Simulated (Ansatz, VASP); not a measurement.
**One calculation of Ba2C, two programs**

```
CELL_PARAMETERS angstrom
0.00000 3.47123 3.47123
3.47123 0.00000 3.47123
3.47123 3.47123 0.00000
ATOMIC_POSITIONS crystal
C 0.00000 0.00000 0.00000
Ba 0.25000 0.25000 0.25000
Ba 0.75000 0.75000 0.75000
```

Alike in both runs: task single point; functional r2SCAN; k mesh 6 × 6 × 6; occupations fermi-dirac, width 0.02 eV; no spin polarisation.

```csv
,VASP,Ansatz
version,VASP 6.6.1,Ansatz 0.2.0
potentials or method,"VASP PAW PBE potentials, release 64 (C, Ba_sv)","plane waves, PAW"
plane-wave cutoff (eV),520,500
valence electrons in the cell,24,24
```

Ansatz gave:

```
pressure (GPa) : 1.2
```

Which values does VASP return?

Pressure (GPa): 2.7.

VASP's potentials were made for PBE, not for r2SCAN. With one functional, cell and mesh, what is left measures potentials, basis and numerics.

Neither program's run includes spin-orbit coupling.
